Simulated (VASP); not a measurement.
The system is SnPb2O3.

```
Sn Pb O
1.0
     3.90251    0.00000    0.00000
     0.00000    3.90251    0.00000
     0.00000    0.00000   15.39672
Sn Pb O
2 4 6
Direct
  0.50000 0.00000 0.90866
  0.00000 0.50000 0.09134
  0.50000 0.00000 0.24199
  0.50000 0.00000 0.57532
  0.00000 0.50000 0.42468
  0.00000 0.50000 0.75801
  0.50000 0.50000 0.83333
  0.50000 0.50000 0.16667
  0.50000 0.50000 0.50000
  0.00000 0.00000 0.83333
  0.00000 0.00000 0.16667
  0.00000 0.00000 0.50000
```

```yaml
Program: VASP 6.6.1
Task: relaxation of cell and atoms
Functional: PBE
Potentials_or_basis: VASP PAW PBE potentials, release 64 (Sn_d, Pb_d, O)
Cutoff: 600 eV
k_mesh: 4 × 4 × 1
Occupations: gaussian, width 0.1 eV
Spin: no spin polarisation
```

At the start: pressure 6.1 GPa; volume 19.54 Å³/atom.

Problem. Where does the relaxation end?

Solution. Over 19 steps the energy falls by 33.6 meV/atom and the volume is 21.67 Å³/atom (+10.9 %); space group P4/nmm (No. 129, to 0.1 Å) before and after.

The path:
```csv
step,energy change (eV),largest force (eV/Å),pressure (GPa),volume (Å³)
1,0.0000,1.4358,6.07,234.49
2,-0.0666,1.3845,-4.43,260.50
3,-0.3506,0.4822,-0.09,247.51
4,-0.3506,0.4729,0.01,247.24
5,-0.3711,0.1839,0.24,247.72
6,-0.3725,0.1767,0.32,247.89
7,-0.3773,0.1231,0.07,249.43
8,-0.3789,0.1468,-0.19,251.09
9,-0.3824,0.0671,0.02,251.51
10,-0.3835,0.0901,0.18,251.82
11,-0.3875,0.0641,0.10,252.70
12,-0.3944,0.1199,-0.11,255.32
13,-0.3950,0.1900,-0.20,256.48
14,-0.3977,0.1578,-0.09,256.96
15,-0.4006,0.1123,0.13,257.92
16,-0.4008,0.1177,0.22,258.29
17,-0.4026,0.0510,0.01,259.51
18,-0.4027,0.0466,-0.05,259.90
19,-0.4034,0.0330,-0.01,260.05
```

Final structure:
```cif
data_structure
_symmetry_space_group_name_H-M 'P 1'
_symmetry_Int_Tables_number 1
_cell_length_a 3.9845
_cell_length_b 3.9845
_cell_length_c 16.3796
_cell_angle_alpha 90.000
_cell_angle_beta 90.000
_cell_angle_gamma 90.000
_cell_volume 260.05
loop_
_atom_site_label
_atom_site_type_symbol
_atom_site_fract_x
_atom_site_fract_y
_atom_site_fract_z
_atom_site_occupancy
Sn1 Sn 0.50000 0.00000 0.90704 1
Sn2 Sn 0.00000 0.50000 0.09296 1
Pb1 Pb 0.50000 0.00000 0.23632 1
Pb2 Pb 0.50000 0.00000 0.57441 1
Pb3 Pb 0.00000 0.50000 0.42559 1
Pb4 Pb 0.00000 0.50000 0.76368 1
O1 O 0.50000 0.50000 0.83844 1
O2 O 0.50000 0.50000 0.16156 1
O3 O 0.50000 0.50000 0.50000 1
O4 O 0.00000 0.00000 0.83844 1
O5 O 0.00000 0.00000 0.16156 1
O6 O 0.00000 0.00000 0.50000 1
```
